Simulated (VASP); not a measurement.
Wanted: the native input for a VASP 6.6.1 run.

```
Task                   : single point
Functional             : PBE
Potentials or basis    : VASP PAW PBE potentials, release 64 (Ti_sv)
Cutoff                 : 520 eV
k mesh                 : 8 × 8 × 8
Occupations            : gaussian, width 0.1 eV
Spin                   : no spin polarisation
Dipole correction      : no
Further INCAR settings : ALGO = Normal; EDIFF = 1e-06; NBANDS = 12
```

The structure of Ti lies in POSCAR:

```
Ti
1.0
   -1.6327237473      1.6327237473      1.6327237473
    1.6327237473     -1.6327237473      1.6327237473
    1.6327237473      1.6327237473     -1.6327237473
Ti
1
Direct
    0.0000000000      0.0000000000      0.0000000000
```

These files were run (other wordings do the same):

INCAR

```
SYSTEM = Ti
PREC = Accurate ; ENCUT = 520
EDIFF = 1E-6 ; ISMEAR = 0
SIGMA = 0.1 ; LREAL = .False.
LASPH = .True. ; NELM = 100
ALGO = Normal ; ISIF = 2
LWAVE = .False. ; LCHARG = .False.
GGA = PE ; NBANDS = 12
```

KPOINTS

```
Automatic mesh
0
Gamma
  8 8 8
  0 0 0
```

Potentials or basis: VASP PAW PBE potentials, release 64 (Ti_sv).

Run with:

```bash
$ cat potpaw_PBE.64/Ti_sv/POTCAR > POTCAR
$ mpirun -np 1 vasp_std > vasp.out
```

Results of the run:

- Pressure: -1.4 GPa
- Band gap on the k mesh: zero (band 6 reaches 9.05 eV, above the bottom of band 7 at 7.46 eV)

Wall time 6.6 s on 1 thread of Intel(R) Xeon(R) Platinum 8488C (Sapphire Rapids) (shared host), peak memory 0.13 GiB.
